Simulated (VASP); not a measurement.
# MgS: single point with PBE

Crystal: MgS.

```xyz
8
Lattice="-4.2804 4.2804 2.6263 4.2804 -4.2804 2.6263 4.2804 4.2804 -2.6263" Properties=species:S:1:pos:R:3 pbc="T T T"
Mg    5.5063    1.2259    0.0000
Mg   -1.2259    3.0545    2.6263
Mg    1.2259    3.0545    0.0000
Mg    3.0545    1.2259    2.6263
S     1.2955    2.9849    2.6263
S     2.9849    1.2955    0.0000
S     1.2955    5.5759    0.0000
S     2.9849   -1.2955    2.6263
```

The cell was built from a structure type or drawn by symmetry, and may not be a known phase.

| Property | Result |
| --- | --- |
| Program | VASP 6.6.1 |
| Task | single point |
| Functional | PBE |
| Potentials or basis | VASP PAW PBE potentials, release 64 (Mg, S) |
| Cutoff | 520 eV |
| k mesh | 6 × 6 × 6 |
| Occupations | gaussian, width 0.02 eV |
| Spin | no spin polarisation |
| Dipole correction | no |
| Further INCAR settings | ALGO = Normal; EDIFF = 1e-06; NBANDS = 26 |

The pressure is -0.2 GPa. The largest force is 0.007 eV/Å and the band gap on the k mesh is 2.94 eV.

Forces in eV/Å, atoms in the order of the input:
```
Mg  -0.005 -0.005  0.000
Mg   0.005  0.005  0.000
Mg  -0.005  0.005  0.000
Mg   0.005 -0.005  0.000
S    0.000  0.000  0.000
S    0.000  0.000  0.000
S    0.000  0.000  0.000
S    0.000  0.000  0.000
```

Levels at points of the mesh, in eV from the valence-band top:
```
           k point  band 14  band 15  band 16  band 17  band 18  band 19
(0.00, 0.00, 0.00)    -0.65    -0.65     0.00     2.94     4.32     4.32
(0.50, 0.00, 0.00)    -0.80    -0.42    -0.42     4.71     4.71     5.64
(0.50, 0.50, 0.00)    -0.77    -0.58    -0.49     3.57     4.11     4.70
(0.50, 0.50, 0.50)    -1.23    -1.23    -0.63     3.00     4.43     4.88
```

Wall time 2.3 min on 1 thread of Intel(R) Xeon(R) Platinum 8488C (Sapphire Rapids), with other jobs on the host, peak memory 0.41 GiB.

A k mesh can miss the band edges.
